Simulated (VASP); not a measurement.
Ca, 1 atom in the cell. The structure is cubic, space group Fm-3m (No. 225). Conventional cell: a = 5.343 Å, b = 5.343 Å, c = 5.343 Å, α = 90.00°, β = 90.00°, γ = 90.00°. Ca (site symmetry m-3m) has 12 Ca at 3.78 Å within 5.0 Å. 

```yaml
Program: VASP 6.6.1
Task: single point
Functional: LDA
Potentials_or_basis: VASP PAW LDA potentials, release 64 (Ca_sv)
Cutoff: 520 eV
k_mesh: 15 × 15 × 15
Occupations: fermi-dirac, width 0.1 eV
Spin: no spin polarisation
Dipole_correction: no
Further_INCAR_settings: ALGO = Normal; EDIFF = 1e-07; NBANDS = 11
```

Potentials or basis: VASP PAW LDA potentials, release 64 (Ca_sv).

The run is started by

```bash
$ cat potpaw_LDA.64/Ca_sv/POTCAR > POTCAR
$ mpirun -np 1 vasp_std > vasp.out
```

Hardware: 1 thread of AMD EPYC 7R13 Processor (Zen 3) (shared host).

Question: Estimate the wall time of this run.

Answer: Wall time 27 s on 1 thread of AMD EPYC 7R13 Processor (Zen 3), on a shared host, peak memory 0.14 GiB. Counts: scf iterations 12, k points 120.
